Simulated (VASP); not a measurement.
# AlGa3N4 (P-43m) in VASP: notebook, part 3 of 3

VASP 6.6.1.

**5. Single point, PBEsol**

This run uses another cell than the first one, of 10.04 Å³/atom, 0.910 times its volume.

Input file INCAR:

```
ALGO     = Normal         # electronic algorithm
EDIFF    = 1E-7           # SCF threshold, eV
ENCUT    = 520            # plane-wave cutoff, eV
GGA      = PS             # functional
ISIF     = 2              # what is computed and relaxed
ISMEAR   = 0              # smearing method
LASPH    = T              # aspherical terms in the spheres
LCHARG   = F              # write CHGCAR
LREAL    = F              # projectors in reciprocal space
LWAVE    = F              # write WAVECAR
NBANDS   = 41             # bands
NELM     = 60             # most SCF steps
PREC     = Accurate       # precision mode
SIGMA    = 0.02           # smearing width, eV
```

Input file KPOINTS:

```
k-points
0
Gamma
  6 6 6
```

Input file POSCAR:

```
AlGa3N4
1.0
    4.3143286955      0.0000000000      0.0000000000
    0.0000000000      4.3143286955      0.0000000000
    0.0000000000      0.0000000000      4.3143286955
Al Ga N
1 3 4
Direct
    0.0000000000      0.0000000000      0.0000000000
    0.5000000000      0.5000000000      0.0000000000
    0.5000000000      0.0000000000      0.5000000000
    0.0000000000      0.5000000000      0.5000000000
    0.7552093412      0.7552093412      0.2447906588
    0.7552093412      0.2447906588      0.7552093412
    0.2447906588      0.7552093412      0.7552093412
    0.2447906588      0.2447906588      0.2447906588
```

Potentials or basis: VASP PAW PBE potentials, release 64 (Al, Ga_d, N).

Started as:

```bash
$ cat potpaw_PBE.64/Al/POTCAR potpaw_PBE.64/Ga_d/POTCAR potpaw_PBE.64/N/POTCAR > POTCAR
$ mpirun -np 1 vasp_std > vasp.out
```

OUTCAR:

```text
EDIFF = 1E-7
   ENCUT = 520
   GGA = PS
   ISIF = 2
   ISMEAR = 0
   LASPH = T
   LREAL = F
   NELM = 60
   PREC = Accurate

 ion  position               nearest neighbor table
   1  0.000  0.000  0.000-   5 1.83   6 1.83   7 1.83   8 1.83   3 3.05   4 3.05   2 3.05   3 3.05
                             4 3.05   2 3.05   4 3.05   4 3.05   2 3.05   3 3.05   3 3.05   2 3.05
   2  0.500  0.500  0.000-   5 1.88   6 1.88   7 1.88   8 1.88   1 3.05   1 3.05   1 3.05   1 3.05

   3  0.500  0.000  0.500-   5 1.88   6 1.88   7 1.88   8 1.88   1 3.05   1 3.05   1 3.05   1 3.05

   4  0.000  0.500  0.500-   5 1.88   6 1.88   7 1.88   8 1.88   1 3.05   1 3.05   1 3.05   1 3.05

   5  0.755  0.755  0.245-   1 1.83   2 1.88   3 1.88   4 1.88
   6  0.755  0.245  0.755-   1 1.83   2 1.88   3 1.88   4 1.88
   7  0.245  0.755  0.755-   1 1.83   2 1.88   3 1.88   4 1.88
   8  0.245  0.245  0.245-   1 1.83   2 1.88   3 1.88   4 1.88

  LATTYP: Found a simple cubic cell.
 ALAT       =     4.3143286955

  Lattice vectors:

 A1 = (   4.3143286955,   0.0000000000,   0.0000000000)
 A2 = (   0.0000000000,   4.3143286955,   0.0000000000)
 A3 = (   0.0000000000,   0.0000000000,   4.3143286955)

Analysis of symmetry for initial positions (statically):
=====================================================================
 Subroutine PRICEL returns:
 Original cell was already a primitive cell.

 Routine SETGRP: Setting up the symmetry group for a
 simple cubic supercell.

 Subroutine GETGRP returns: Found 24 space group operations
 (whereof 24 operations were pure point group operations)
 out of a pool of 48 trial point group operations.

The static configuration has the point symmetry T_d .

Analysis of symmetry for dynamics (positions and initial velocities):
=====================================================================
 Subroutine PRICEL returns:
 Original cell was already a primitive cell.
[... 138 lines left out ...]
  Thomas-Fermi vector in A             =   2.613164
   LORBIT       =      0    0 simple, 1 ext, 2 COOP (PROOUT), +10 PAW based schemes
   GGA     = PS    functional components
   LHFCALC =     F    Hartree Fock is set to
   AEXX    =    0.0000 exact exchange contribution
   IVDW    =     0    specifies the selected vdW correction
   LEPSILON=     F    determine dielectric tensor
   LRPA    =     F    only Hartree local field effects (RPA)
 non-spin polarized calculation
 Gauss-broadening in eV      SIGMA  =   0.02
  energy-cutoff  :      520.00
  volume of cell :       80.30
 maximum number of plane-waves:      2192
   NGX = 17   NGY = 17   NGZ = 17

 number of electron      62.0000057 magnetization

 Free energy of the ion-electron system (eV)
  ---------------------------------------------------
  ext. energy  EPLUGINS =         0.00000000
  ---------------------------------------------------
  free energy    TOTEN  =       -54.34010120 eV

  energy without entropy =      -54.34010120  energy(sigma->0) =      -54.34010120

 E-fermi :   6.5587     XC(G=0): -12.2927

 val. band max:        6.4691768491   @ k =   0.0000   0.0000   0.0000
 cond. band min:       9.5183554781   @ k =   0.0000   0.0000   0.0000
 fundamental gap:      3.0491786290
 Fermi energy:         6.5587253315

 k-point     1 :       0.0000    0.0000    0.0000
  band No.  band energies     occupation
      1     -10.0901      2.00000
      2      -8.3437      2.00000
      3      -8.3437      2.00000
      4      -8.3437      2.00000
      5      -6.7383      2.00000
      6      -6.6856      2.00000
[... 869 lines left out ...]
     40      16.8523      0.00000
     41      16.8523      0.00000

------------------------ aborting loop because EDIFF is reached ----------------------------------------

  FORCE on cell =-STRESS in cart. coord.  units (eV):
  Direction    XX          YY          ZZ          XY          YZ          ZX
  --------------------------------------------------------------------------------------
  -------------------------------------------------------------------------------------
  Total       12.4491852     12.4491852     12.4491852      0.0000000     -0.0000000      0.0000000
  in kB      248.3772543    248.3772543    248.3772543      0.0000000     -0.0000000      0.0000000
  external PRESSURE =     248.3772543 kB  Pullay stress =       0.0000000 kB

 VOLUME and BASIS-vectors are now :
 -----------------------------------------------------------------------------
  energy-cutoff  :      520.00
  volume of cell :       80.30
      direct lattice vectors                 reciprocal lattice vectors
     4.314328696  0.000000000  0.000000000     0.231785770  0.000000000  0.000000000
     0.000000000  4.314328696  0.000000000     0.000000000  0.231785770  0.000000000
     0.000000000  0.000000000  4.314328696     0.000000000  0.000000000  0.231785770

 POSITION                                       TOTAL-FORCE (eV/Angst)
 -----------------------------------------------------------------------------------
      0.00000      0.00000      0.00000        -0.000000      0.000000      0.000000
      2.15716      2.15716      0.00000        -0.000000      0.000000      0.000000
      2.15716      0.00000      2.15716        -0.000000     -0.000000      0.000000
      0.00000      2.15716      2.15716        -0.000000      0.000000      0.000000
      3.25822      3.25822      1.05611        -0.016191     -0.016191      0.016191
      3.25822      1.05611      3.25822        -0.016191      0.016191     -0.016191
      1.05611      3.25822      3.25822         0.016191     -0.016191     -0.016191
      1.05611      1.05611      1.05611         0.016191      0.016191      0.016191
 -----------------------------------------------------------------------------------
    total drift:                                0.000000      0.000000     -0.000000

  FREE ENERGIE OF THE ION-ELECTRON SYSTEM (eV)
  ---------------------------------------------------
  free  energy   TOTEN  =       -54.3401012038 eV

  energy  without entropy=      -54.3401012038  energy(sigma->0) =      -54.34010120
```

stdout:

```text
POSCAR found type information on POSCAR AlGaN
 POSCAR found :  3 types and       8 ions
 scaLAPACK will be used
 -----------------------------------------------------------------------------
|                                                                             |
|                                                                             |
|     You enforced a specific xc type in the INCAR file but a different       |
|     I HOPE YOU KNOW WHAT YOU ARE DOING!                                     |
|                                                                             |
 -----------------------------------------------------------------------------

 LDA part: xc-table for (Slater+PW92), standard interpolation
 POSCAR, INCAR and KPOINTS ok, starting setup
 FFT: planning ... GRIDC
 FFT: planning ... GRID_SOFT
 FFT: planning ... GRID
 WAVECAR not read
 entering main loop
```

Wall time 2.3 min (1 thread of AMD EPYC 7R13, shared host); peak memory 0.18 GiB.

Results:

| Property | Result |
| --- | --- |
| Free energy | -54.3401 eV |
| Pressure | 24.8 GPa |
| Largest force | 0.028 eV/Å |
| Band gap on the k mesh | 3.05 eV, direct |

Forces in eV/Å, atoms in the order of the input:
```
Al   0.000  0.000  0.000
Ga   0.000  0.000  0.000
Ga   0.000  0.000  0.000
Ga   0.000  0.000  0.000
N   -0.016 -0.016  0.016
N   -0.016  0.016 -0.016
N    0.016 -0.016 -0.016
N    0.016  0.016  0.016
```

Levels at points of the mesh, in eV from the valence-band top:
| k point | band 28 | band 29 | band 30 | band 31 | band 32 | band 33 | band 34 | band 35 |
| --- | --- | --- | --- | --- | --- | --- | --- | --- |
| (0.00, 0.00, 0.00) | -2.78 | 0.00 | 0.00 | 0.00 | 3.05 | 3.40 | 3.40 | 3.40 |
| (0.50, 0.00, 0.00) | -1.68 | -1.68 | -1.32 | -1.32 | 5.27 | 5.37 | 6.38 | 6.38 |
| (0.50, 0.50, 0.00) | -1.12 | -1.04 | -1.04 | -0.68 | 7.35 | 7.57 | 7.71 | 7.71 |
| (0.50, 0.50, 0.50) | -0.84 | -0.75 | -0.75 | -0.75 | 5.73 | 5.73 | 5.73 | 6.93 |

Caveat: the PAW data sets were made with another functional, which shifts forces and pressure a little.

**6. Single point, PBEsol**

This run uses another cell than the first one, of 10.04 Å³/atom, 0.910 times its volume.

Input file INCAR:

```
SYSTEM = AlGa3N4
PREC = Accurate
ENCUT = 520
EDIFF = 1E-7
ISMEAR = 0
SIGMA = 0.02
LREAL = .FALSE.
LASPH = .TRUE.
NELM = 60
ALGO = Normal
ISIF = 2
LWAVE = .FALSE.
LCHARG = .FALSE.
GGA = PS
NBANDS = 41
```

Input file KPOINTS:

```
Automatic mesh
0
G
  6 6 6
  0 0 0
```

POSCAR is that of step 5.

Potentials or basis: VASP PAW PBE potentials, release 64 (Al, Ga_d, N).

Started as:

```bash
$ cat potpaw_PBE.64/Al/POTCAR potpaw_PBE.64/Ga_d/POTCAR potpaw_PBE.64/N/POTCAR > POTCAR
$ mpirun -np 1 vasp_std > vasp.out
```

Wall time 2.3 min (1 thread of AMD EPYC 7R13, shared host); peak memory 0.18 GiB.

It converged, with:

```
Free energy            : -54.3401 eV
Pressure               : 24.8 GPa
Largest force          : 0.028 eV/Å
Band gap on the k mesh : 3.05 eV, direct
```

Forces in eV/Å, atoms in the order of the input:
```
Al   0.000  0.000  0.000
Ga   0.000  0.000  0.000
Ga   0.000  0.000  0.000
Ga   0.000  0.000  0.000
N   -0.016 -0.016  0.016
N   -0.016  0.016 -0.016
N    0.016 -0.016 -0.016
N    0.016  0.016  0.016
```

Levels at points of the mesh, in eV from the valence-band top:
```
           k point  band 28  band 29  band 30  band 31  band 32  band 33  band 34  band 35
(0.00, 0.00, 0.00)    -2.78     0.00     0.00     0.00     3.05     3.40     3.40     3.40
(0.50, 0.00, 0.00)    -1.68    -1.68    -1.32    -1.32     5.27     5.37     6.38     6.38
(0.50, 0.50, 0.00)    -1.12    -1.04    -1.04    -0.68     7.35     7.57     7.71     7.71
(0.50, 0.50, 0.50)    -0.84    -0.75    -0.75    -0.75     5.73     5.73     5.73     6.93
```

Caveat: the PAW data sets were made with another functional, which shifts forces and pressure a little.

**7. Summary**

```tsv
task	cell	cutoff (eV)	gap on the mesh (eV)	pressure (GPa)	largest force (eV/Å)
relaxation of cell and atoms	relaxed to 1 GPa from a = 4.453 Å, 8 atoms	600	2.36	1.0	-
relaxation of cell and atoms	relaxed to -1 GPa from a = 4.482 Å, 8 atoms	600	2.28	-1.0	-
relaxation of the atoms	atoms relaxed from a = 4.422 Å, 8 atoms	520	2.52	6.1	0.01
single point	a = 4.314 Å, 8 atoms	520	3.05	24.8	0.03
```

Alike in all rows: level PBEsol; potentials or basis VASP PAW PBE potentials, release 64 (Al, Ga_d, N); no spin polarisation; k mesh 6 × 6 × 6; smearing gaussian 0.02 eV.

Caveats: the PAW data sets were made with another functional, which shifts forces and pressure a little; the cell is relaxed towards a set pressure, so the enthalpy falls and the energy may rise (some runs); the relaxation stopped at its first step, so nothing moved (some runs).

Absolute energies hang on the potentials; compare differences alone.
